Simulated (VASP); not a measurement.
Runs of VASP 6.6.1 on KZrN. The structure is that of space group P-6m2 (No. 187), or close to it. The cells are those of the table. The cell was generated, and may not be a known phase.

```tsv
task	cell	k mesh	cutoff (eV)	gap on the mesh (eV)	pressure (GPa)	relaxed volume (Å³/atom)
single point	a = 4.206, b = 4.206, c = 4.800 Å, angles 90.0, 90.0, 120.0°, 3 atoms	6 × 6 × 4	520	none	-10.9	-
single point	a = 3.639, b = 3.639, c = 6.704 Å, angles 90.0, 90.0, 120.0°, 3 atoms	6 × 6 × 4	520	none	0.2	-
relaxation of cell and atoms	relaxed from a = 4.206, b = 4.206, c = 4.800 Å, angles 90.0, 90.0, 120.0°, 3 atoms	6 × 6 × 4	600	none	0.0	(b)
single point	a = 3.641, b = 3.641, c = 6.666 Å, angles 90.0, 90.0, 120.0°, 3 atoms	12 × 12 × 8	520	none	(a)	-
relaxation of cell and atoms	relaxed from a = 3.639, b = 3.639, c = 6.704 Å, angles 90.0, 90.0, 120.0°, 3 atoms	12 × 12 × 8	600	none	0.0	25.53
```

Alike in all rows: level PBE; potentials or basis VASP PAW PBE potentials, release 64 (K_sv, Zr_sv, N); no spin polarisation; smearing gaussian 0.1 eV.

**Question.** Fill in the values left out.

**Answer.** (a) 0.1; (b) 24.94.

Caveats: the stress differs along the axes, from -19 to 5 GPa (at least some runs); a cell axis changed by over 15 % at a fixed basis, so the end point is rough (at least some runs).

A k mesh can miss the band edges, and the runs leave out spin-orbit coupling on Zr.

A gap of «none» marks levels without a gap at the run's occupations.
